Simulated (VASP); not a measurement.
# ZnS (Cc) in VASP: further runs, part 2 of 2

VASP 6.6.1.

## Step 4: Single point, r2SCAN (strain +0.0225 x Voigt [0, 0, 0, 0, 1, 0])

Input file POSCAR:

```
ZnS
1.0
    3.8109987816      0.0000000000      0.0428737363
   -1.9054993908      3.3004217586     -0.0214368681
    0.0701325000      0.0000000000      6.2340000000
Zn S
2 2
Direct
    0.3333333333      0.6666666667      0.0000000000
    0.6666666667      0.3333333333      0.5000000000
    0.3333333333      0.6666666667      0.3850000000
    0.6666666667      0.3333333333      0.8850000000
```

Input file INCAR.step1:

```
SYSTEM = ZnS
PREC = Accurate
ENCUT = 520
ISMEAR = 0
SIGMA = 0.05
LREAL = .FALSE.
LASPH = .TRUE.
NELM = 100
NBANDS = 26
GGA = PE
ALGO = Normal
EDIFF = 1E-4
LWAVE = .TRUE.
LCHARG = .FALSE.
```

Input file INCAR.step2:

```
SYSTEM = ZnS
PREC = Accurate
ENCUT = 520
EDIFF = 1E-6
ISMEAR = 0
SIGMA = 0.05
LREAL = .FALSE.
LASPH = .TRUE.
NELM = 100
ALGO = Normal
ISIF = 2
LWAVE = .FALSE.
LCHARG = .FALSE.
METAGGA = R2SCAN
LMIXTAU = .TRUE.
NBANDS = 26
ISTART = 1
```

Input file KPOINTS:

```
Automatic mesh
0
G
  6 6 4
  0 0 0
```

Potentials or basis: VASP PAW PBE potentials, release 64 (Zn, S).

On the command line:

```
$ cat potpaw_PBE.64/Zn/POTCAR potpaw_PBE.64/S/POTCAR > POTCAR
$ cp INCAR.step1 INCAR
$ mpirun -np 1 vasp_std > vasp.out
$ cp INCAR.step2 INCAR
$ mpirun -np 1 vasp_std > vasp.out
```

OUTCAR:

```text
SYSTEM = ZnS
   PREC = Accurate
   ENCUT = 520
   EDIFF = 1E-6
   ISMEAR = 0
   LREAL = .FALSE.
   LASPH = .TRUE.
   NELM = 100
   ISIF = 2
   METAGGA = R2SCAN
   ISTART = 1

 ion  position               nearest neighbor table
   1  0.333  0.667  0.000-   4 2.30   4 2.31   4 2.33   3 2.40
   2  0.667  0.333  0.500-   3 2.30   3 2.31   3 2.33   4 2.40
   3  0.333  0.667  0.385-   2 2.30   2 2.31   2 2.33   1 2.40
   4  0.667  0.333  0.885-   1 2.30   1 2.31   1 2.33   2 2.40

  LATTYP: Found a base centered monoclinic cell.
 ALAT       =     3.8112399387
 B/A-ratio  =     1.7319412116
 C/A-ratio  =     1.6357916539
 COS(beta)  =    -0.0224971527

  Lattice vectors:

 A1 = (  -1.9054993908,   3.3004217586,  -0.0214368681)
 A2 = (  -1.9054993908,  -3.3004217586,  -0.0214368682)
 A3 = (   0.0701325000,   0.0000000000,   6.2340000000)

Analysis of symmetry for initial positions (statically):
=====================================================================
 Subroutine PRICEL returns:
[... 169 lines left out ...]
 Free energy of the ion-electron system (eV)
  ---------------------------------------------------
  ext. energy  EPLUGINS =         0.00000000
  ---------------------------------------------------
  free energy    TOTEN  =       -37.69496068 eV

  energy without entropy =      -37.69496068  energy(sigma->0) =      -37.69496068

 E-fermi :   2.2044     XC(G=0): -10.3075

 val. band max:        1.9275632658   @ k =   0.0000   0.0000   0.0000
 cond. band min:       4.7120882726   @ k =   0.0000   0.0000   0.0000
 fundamental gap:      2.7845250068
 Fermi energy:         2.2044362033

 k-point     1 :       0.0000    0.0000    0.0000
  band No.  band energies     occupation
      1     -11.8403      2.00000
      2     -10.8980      2.00000
      3      -4.6425      2.00000
      4      -4.6425      2.00000
      5      -4.5702      2.00000
      6      -4.5702      2.00000
[... 685 lines left out ...]
     25      10.8249      0.00000
     26      11.7048      0.00000

 [... further k-points ...]
[... 5 lines left out ...]
  --------------------------------------------------------------------------------------
  -------------------------------------------------------------------------------------
  Total        0.4255651      0.4237595     -0.5280548      0.0000000      0.0000000     -0.4256476
  in kB        8.6967412      8.6598421    -10.7911936      0.0000000      0.0000000     -8.6984273
  external PRESSURE =       2.1884632 kB  Pullay stress =       0.0000000 kB

 VOLUME and BASIS-vectors are now :
 -----------------------------------------------------------------------------
  energy-cutoff  :      520.00
  volume of cell :       78.40
      direct lattice vectors                 reciprocal lattice vectors
     3.810998782  0.000000000  0.042873736     0.262431619  0.151495789 -0.002952356
    -1.905499391  3.300421759 -0.021436868     0.000000000  0.302991579  0.000000000
     0.070132500  0.000000000  6.234000000    -0.001804848 -0.000000000  0.160430956

 POSITION                                       TOTAL-FORCE (eV/Angst)
 -----------------------------------------------------------------------------------
     -0.00000      2.20028      0.00000        -0.086554      0.006359      0.319182
      1.94057      1.10014      3.13844        -0.086554     -0.006359      0.319182
      0.02700      2.20028      2.40009         0.086554      0.004884     -0.319182
      1.96757      1.10014      5.53853         0.086554     -0.004884     -0.319182
 -----------------------------------------------------------------------------------
    total drift:                               -0.000803     -0.000019      0.003878

  FREE ENERGIE OF THE ION-ELECTRON SYSTEM (eV)
  ---------------------------------------------------
  free  energy   TOTEN  =       -37.6949606762 eV

  energy  without entropy=      -37.6949606762  energy(sigma->0) =      -37.69496068
```

OUTCAR.step1:

```text
SYSTEM = ZnS
   PREC = Accurate
   ENCUT = 520
   ISMEAR = 0
   LREAL = .FALSE.
   LASPH = .TRUE.
   NELM = 100
[... 928 lines left out ...]
      1.94057      1.10014      3.13844        -0.089472     -0.003807      0.324134
      0.02700      2.20028      2.40009         0.089472      0.004737     -0.324134
      1.96757      1.10014      5.53853         0.089472     -0.004737     -0.324134
 -----------------------------------------------------------------------------------
    total drift:                               -0.000288      0.000000      0.001109

  FREE ENERGIE OF THE ION-ELECTRON SYSTEM (eV)
  ---------------------------------------------------
  free  energy   TOTEN  =       -13.6461142513 eV

  energy  without entropy=      -13.6461142513  energy(sigma->0) =      -13.64611425
```

OSZICAR.step1:

```text
N       E                     dE             d eps       ncg     rms          rms(c)
DAV:   1     0.247574656445E+03    0.24757E+03   -0.17127E+04  2444   0.167E+03
DAV:   2     0.105387523612E+02   -0.23704E+03   -0.22681E+03  2528   0.353E+02
DAV:   3    -0.138958922971E+02   -0.24435E+02   -0.24186E+02  2906   0.112E+02
DAV:   4    -0.144984660716E+02   -0.60257E+00   -0.60126E+00  2842   0.178E+01
DAV:   5    -0.145075663632E+02   -0.91003E-02   -0.90980E-02  2952   0.216E+00    0.992E+00
DAV:   6    -0.136561661528E+02    0.85140E+00   -0.16439E+00  3662   0.372E+01    0.762E+00
DAV:   7    -0.136519934337E+02    0.41727E-02   -0.12552E+00  2578   0.656E+00    0.346E+00
DAV:   8    -0.136452758820E+02    0.67176E-02   -0.35519E-02  3026   0.179E+00    0.985E-01
DAV:   9    -0.136457545470E+02   -0.47866E-03   -0.94273E-03  3322   0.131E+00    0.232E-01
DAV:  10    -0.136458979198E+02   -0.14337E-03   -0.60762E-04  2816   0.341E-01    0.949E-02
DAV:  11    -0.136461149446E+02   -0.21702E-03   -0.33438E-04  2372   0.125E-01    0.589E-02
DAV:  12    -0.136461142513E+02    0.69322E-06   -0.16218E-05  1352   0.473E-02
   1 F= -.13646114E+02 E0= -.13646114E+02  d E =-.199561E-12
```

It took 3.1 min on 1 thread of AMD EPYC 9R45 (Zen 5), shared host; peak memory 0.22 GiB.

What came out:

* Free energy: -37.6950 eV
* Pressure: 0.2 GPa
* Largest force: 0.331 eV/Å
* Band gap on the k mesh: 2.78 eV, direct

Forces in eV/Å, atoms in the order of the input:
```
Zn  -0.087  0.006  0.319
Zn  -0.087 -0.006  0.319
S    0.087  0.005 -0.319
S    0.087 -0.005 -0.319
```

Stress tensor (GPa, compression positive):
```
 0.87  0.00 -0.87
 0.00  0.87  0.00
-0.87  0.00 -1.08
```

Caveat: the cell differs from its parent crystal (strain +0.0225 x Voigt [0, 0, 0, 0, 1, 0]); the PAW data sets were made with another functional, which shifts forces and pressure a little.

## Step 5: Summary

| cell | gap on the mesh (eV) | pressure (GPa) | largest force (eV/Å) |
| --- | --- | --- | --- |
| a = 3.811, b = 3.811, c = 6.235 Å, angles 89.1, 91.7, 120.0°, 4 atoms | 2.77 | 0.2 | 0.34 |
| a = 3.811, b = 3.811, c = 6.234 Å, angles 90.4, 89.1, 120.0°, 4 atoms | 2.80 | 0.2 | 0.32 |
| a = 3.811, b = 3.811, c = 6.234 Å, angles 90.6, 88.7, 120.0°, 4 atoms | 2.78 | 0.2 | 0.33 |

Alike in all rows: task single point; level r2SCAN; potentials or basis VASP PAW PBE potentials, release 64 (Zn, S); no spin polarisation; k mesh 6 × 6 × 4; cutoff (eV) 520; smearing gaussian 0.05 eV.

Caveats: the PAW data sets were made with another functional, which shifts forces and pressure a little.

Absolute energies hang on the potentials; compare differences alone.
